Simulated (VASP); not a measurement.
# PtSe2 (C2/m) in VASP: single point with PBE

Aim: the single point of PtSe2 with PBE.

Program: VASP 6.6.1. These are calculated values, not measurements. Logs are shortened: lines on timing, memory, paths and dates and some standing lists are left out, and cuts for length are marked.

## Step 1: The cell of the first run

The structure is monoclinic, space group C2/m (No. 12). The conventional cell has a = 6.063 Å, b = 3.724 Å, c = 5.062 Å, α = 90.00°, β = 90.00°, γ = 90.00°. Within 3.1 Å of Pt (site symmetry 2/m) lie 6 Se at 2.38 to 2.47 Å. Within 3.1 Å of Se (site symmetry m) lie 3 Pt at 2.38 to 2.47 Å.

## Step 2: Single point, PBE (strain -0.0600 x Voigt [0, 1, 0, 0, 0, 0])

Input file INCAR:

```
ALGO = Normal
EDIFF = 1E-6
ENCUT = 520
GGA = PE
ISIF = 2
ISMEAR = 0
LASPH = True
LCHARG = True
LELF = True
LREAL = False
LVHAR = True
LWAVE = False
NBANDS = 18
NELM = 60
PREC = Accurate
SIGMA = 0.15
```

Input file KPOINTS:

```
k-points
0
Gamma
  12 12 10
```

Input file POSCAR:

```
PtSe2
1.0
    3.7240006046      0.0000000000      0.0000000000
   -1.8620003023      3.0315743797      0.0000000000
    0.0000000000      0.0000000000      5.0620000000
Pt Se
1 2
Direct
    0.0000000000      0.0000000000      0.0000000000
    0.3333333333      0.6666666667      0.2500000000
    0.6666666667      0.3333333333      0.7500000000
```

Potentials or basis: VASP PAW PBE potentials, release 64 (Pt, Se).

The run is started by

```
cat potpaw_PBE.64/Pt/POTCAR potpaw_PBE.64/Se/POTCAR > POTCAR
mpirun -np 1 vasp_std > vasp.out
```

OUTCAR:

```text
EDIFF = 1E-6
   ENCUT = 520
   GGA = PE
   ISIF = 2
   ISMEAR = 0
   LASPH = True
   LREAL = False
   NELM = 60
   PREC = Accurate

 ion  position               nearest neighbor table
   1  0.000  0.000  0.000-   2 2.38   3 2.38   3 2.47   2 2.47   3 2.47   2 2.47
   2  0.333  0.667  0.250-   1 2.38   1 2.47   1 2.47
   3  0.667  0.333  0.750-   1 2.38   1 2.47   1 2.47

  Warning from LATTYP: Monoclinic adjustment (A1->A3, A2->A1, A3->A2)!
  LATTYP: Found a base centered orthorhombic cell.
 ALAT       =     3.7240006046
 B/A-ratio  =     1.6281277591
 C/A-ratio  =     1.3592908642

  Lattice vectors:

 A1 = (   1.8620003023,  -3.0315743797,   0.0000000000)
 A2 = (   1.8620003023,   3.0315743797,   0.0000000000)
 A3 = (   0.0000000000,   0.0000000000,   5.0620000000)

Analysis of symmetry for initial positions (statically):
=====================================================================
 Subroutine PRICEL returns:
 Original cell was already a primitive cell.

 Routine SETGRP: Setting up the symmetry group for a
 base centered orthorhombic supercell.

 Subroutine GETGRP returns: Found  4 space group operations
 (whereof  4 operations were pure point group operations)
 out of a pool of  8 trial point group operations.

The static configuration has the point symmetry C_2h.

Analysis of symmetry for dynamics (positions and initial velocities):
=====================================================================
 Subroutine PRICEL returns:
 Original cell was already a primitive cell.

 Routine SETGRP: Setting up the symmetry group for a
 base centered orthorhombic supercell.

 Subroutine GETGRP returns: Found  4 space group operations
 (whereof  4 operations were pure point group operations)
 out of a pool of  8 trial point group operations.

The dynamic configuration has the point symmetry C_2h.

 Subroutine INISYM returns: Found  4 space group operations
 (whereof  4 operations are pure point group operations),
 and found     1 'primitive' translations

----------------------------------------------------------------------------------------

                                     Primitive cell

  volume of cell :      57.1479

  direct lattice vectors                    reciprocal lattice vectors
[... 86 lines left out ...]
   LASPH  =      T    aspherical Exc in radial PAW
   ENCUT  =  520.0 eV  38.22 Ry    6.18 a.u.   6.92  6.62  9.41*2*pi/ulx,y,z
   NELM   =     60;   NELMIN=  2; NELMDL= -5     # of ELM steps
   EDIFF  = 0.1E-05   stopping-criterion for ELM
   LREAL  =      F    real-space projection
   EDIFFG = 0.1E-04   stopping-criterion for IOM
   NSW    =      0    number of steps for IOM
   IBRION =     -1    ionic relax: 0-MD 1-quasi-New 2-CG
   NFREE  =      0    steps in history (QN), initial steepest desc. (CG)
   ISIF   =      2    stress and relaxation
   ISYM   =      2    0-nonsym 1-usesym 2-fastsym
   POTIM  = 0.5000    time-step for ionic-motion
   TEBEG  =    0.0;   TEEND  =   0.0 temperature during run
   PSTRESS=    0.0 pullay stress
   NELECT =      22.0000    total number of electrons
   NUPDOWN=      -1.0000    fix difference up-down
   EMIN   =  10.00;   EMAX   =-10.00  energy-range for DOS
   EFERMI =   0.00;   METHOD = LEGACY
   ISMEAR =     0;   SIGMA  =   0.15  broadening in eV -4-tet -1-fermi 0-gaus
   EFERMI_NEDOS =   21; number of points for ismear=-14 and -15
   IALGO  =     38    algorithm
   IMIX   =      4    mixing-type and parameters
     AMIX     =   0.40;   BMIX     =  1.00
     AMIX_MAG =   1.60;   BMIX_MAG =  1.00
  volume/ion in A,a.u.               =      19.05       128.55
  Fermi-wavevector in a.u.,A,eV,Ry     =   1.190919  2.250511 19.296992  1.418289
  Thomas-Fermi vector in A             =   2.326993
   LORBIT       =      0    0 simple, 1 ext, 2 COOP (PROOUT), +10 PAW based schemes
   GGA     = PE    functional components
   LHFCALC =     F    Hartree Fock is set to
   AEXX    =    0.0000 exact exchange contribution
   IVDW    =     0    specifies the selected vdW correction
   LEPSILON=     F    determine dielectric tensor
   LRPA    =     F    only Hartree local field effects (RPA)
 non-spin polarized calculation
 Gauss-broadening in eV      SIGMA  =   0.15
  energy-cutoff  :      520.00
  volume of cell :       57.15
 maximum number of plane-waves:      1563
   NGX = 13   NGY = 13   NGZ = 19

 number of electron      22.0000002 magnetization

 Free energy of the ion-electron system (eV)
  ---------------------------------------------------
  ext. energy  EPLUGINS =         0.00000000
  ---------------------------------------------------
  free energy    TOTEN  =       -13.79628168 eV

  energy without entropy =      -13.78993473  energy(sigma->0) =      -13.79310820

 E-fermi :   7.4148     XC(G=0): -10.9299

 val. band max:        7.4096400145   @ k =   0.0000   0.1667   0.1000
 cond. band min:       7.4218094202   @ k =  -0.1667   0.0000   0.2000
 fundamental gap:      0.0121694057
 Fermi energy:         7.4148453197

 k-point     1 :       0.0000    0.0000    0.0000
  band No.  band energies     occupation
      1      -8.8950      2.00000
      2      -5.8131      2.00000
      3      -0.4357      2.00000
      4       0.3875      2.00000
      5       0.4678      2.00000
      6       2.8672      2.00000
[... 481 lines left out ...]
      5       1.5082      2.00000
      6       2.2417      2.00000
[... 10 lines left out ...]
     17      16.9952      0.00000
     18      17.5170      0.00000

 [... further k-points ...]

------------------------ aborting loop because EDIFF is reached ----------------------------------------

  FORCE on cell =-STRESS in cart. coord.  units (eV):
  Direction    XX          YY          ZZ          XY          YZ          ZX
  --------------------------------------------------------------------------------------
  -------------------------------------------------------------------------------------
  Total        5.6541668      9.9279898      5.1678998      0.0000000      1.8715447      0.0000000
  in kB      158.5181839    278.3375462    144.8853777      0.0000000     52.4699527      0.0000000
  external PRESSURE =     193.9137026 kB  Pullay stress =       0.0000000 kB

 VOLUME and BASIS-vectors are now :
 -----------------------------------------------------------------------------
  energy-cutoff  :      520.00
  volume of cell :       57.15
      direct lattice vectors                 reciprocal lattice vectors
     3.724000605  0.000000000  0.000000000     0.268528420  0.164930804  0.000000000
    -1.862000302  3.031574380  0.000000000     0.000000000  0.329861608  0.000000000
     0.000000000  0.000000000  5.062000000     0.000000000  0.000000000  0.197550375

 POSITION                                       TOTAL-FORCE (eV/Angst)
 -----------------------------------------------------------------------------------
      0.00000      0.00000      0.00000        -0.000000      0.000000      0.000000
     -0.00000      2.02105      1.26550         0.000000      0.585021      1.481697
      1.86200      1.01052      3.79650        -0.000000     -0.585021     -1.481697
 -----------------------------------------------------------------------------------
    total drift:                               -0.000000     -0.000000     -0.000000

  FREE ENERGIE OF THE ION-ELECTRON SYSTEM (eV)
  ---------------------------------------------------
  free  energy   TOTEN  =       -13.7962816771 eV

  energy  without entropy=      -13.7899347267  energy(sigma->0) =      -13.79310820
```

OSZICAR:

```text
N       E                     dE             d eps       ncg     rms          rms(c)
DAV:   1     0.113700153656E+03    0.11370E+03   -0.10248E+04 14424   0.109E+03
DAV:   2    -0.947385540627E+01   -0.12317E+03   -0.11930E+03 17480   0.217E+02
DAV:   3    -0.145596401702E+02   -0.50858E+01   -0.50449E+01 17452   0.436E+01
DAV:   4    -0.145973009522E+02   -0.37661E-01   -0.37645E-01 17806   0.409E+00
DAV:   5    -0.145976786287E+02   -0.37768E-03   -0.37767E-03 17254   0.402E-01    0.155E+01
DAV:   6    -0.139640133483E+02    0.63367E+00   -0.36232E+00 14836   0.181E+01    0.893E+00
DAV:   7    -0.138218359610E+02    0.14218E+00   -0.71319E-01 14672   0.847E+00    0.456E+00
DAV:   8    -0.137974145958E+02    0.24421E-01   -0.40344E-02 16076   0.182E+00    0.776E-01
DAV:   9    -0.137961054094E+02    0.13092E-02   -0.68351E-03 16106   0.756E-01    0.147E-01
DAV:  10    -0.137962730142E+02   -0.16760E-03   -0.77609E-04 17040   0.211E-01    0.592E-02
DAV:  11    -0.137962783258E+02   -0.53116E-05   -0.39818E-05 17850   0.610E-02    0.261E-02
DAV:  12    -0.137962809948E+02   -0.26690E-05   -0.11215E-05 15434   0.256E-02    0.401E-03
DAV:  13    -0.137962816771E+02   -0.68235E-06   -0.69582E-07 11514   0.578E-03
   1 F= -.13796282E+02 E0= -.13793108E+02  d E =-.634695E-02
```

It took 8.4 min on 1 thread of AMD EPYC 7R13, shared host; peak memory 0.51 GiB.

Results:

* Free energy: -13.7963 eV
* Pressure: 19.4 GPa
* Largest force: 1.593 eV/Å
* Band gap on the k mesh: zero (bands 11 and 12 overlap by 0.44 eV)

Forces in eV/Å, atoms in the order of the input:
```
Pt   0.000  0.000  0.000
Se   0.000  0.585  1.482
Se   0.000 -0.585 -1.482
```

Caveat: the cell differs from its parent crystal (strain -0.0600 x Voigt [0, 1, 0, 0, 0, 0]); the stress differs along the axes, from 14 to 28 GPa; spin-orbit coupling is left out, which moves the levels of the heavy elements; forces of over 1 eV/Å act on the atoms, so gaps and moduli don't describe the material at rest.
